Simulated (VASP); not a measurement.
Here is a VASP 6.6.1 calculation.

File INCAR:

```
SYSTEM = PbO
PREC     = Accurate       ! precision mode
ENCUT    = 520            ! plane-wave cutoff, eV
EDIFF    = 1E-6           ! SCF threshold, eV
ISMEAR   = -1             ! smearing method
SIGMA    = 0.02           ! smearing width, eV
LREAL    = .FALSE.        ! projectors in reciprocal space
LASPH    = .TRUE.         ! aspherical terms in the spheres
NELM     = 80             ! most SCF steps
ALGO     = Normal         ! electronic algorithm
ISIF     = 2              ! what is computed and relaxed
LWAVE    = .FALSE.        ! write WAVECAR
LCHARG   = .TRUE.         ! write CHGCAR
GGA      = PS             ! functional
LELF     = .TRUE.         ! ELF
LVHAR    = .TRUE.       
NBANDS   = 28             ! bands
```

Contents of KPOINTS:

```
regular mesh
0
G
  6 6 4
  0 0 0
```

POSCAR

```
PbO
1.0
    3.5664584724      0.0000000000      0.0000000000
   -1.7832292362      3.0886436387      0.0000000000
    0.0000000000      0.0000000000      6.4701096501
Pb O
2 2
Direct
    0.0000000000      0.0000000000      0.0000000000
    0.0000000000      0.0000000000      0.5000000000
    0.3333333333      0.6666666667      0.2500000000
    0.6666666667      0.3333333333      0.7500000000
```

Potentials or basis: VASP PAW PBE potentials, release 64 (Pb_d, O).

Launch:

```bash
$ cat potpaw_PBE.64/Pb_d/POTCAR potpaw_PBE.64/O/POTCAR > POTCAR
$ mpirun -np 1 vasp_std > vasp.out
```

(1) Estimate the band gap on the k mesh.

(2) Estimate the pressure.

## Answers

(1) zero (bands 20 and 21 overlap by 0.23 eV).

(2) -2.0 GPa.

Caveat: semilocal functionals underestimate gaps, so a narrow gap can read as zero; the PAW data sets were made with another functional, which shifts forces and pressure a little; spin-orbit coupling is left out, which moves the levels of the heavy elements.
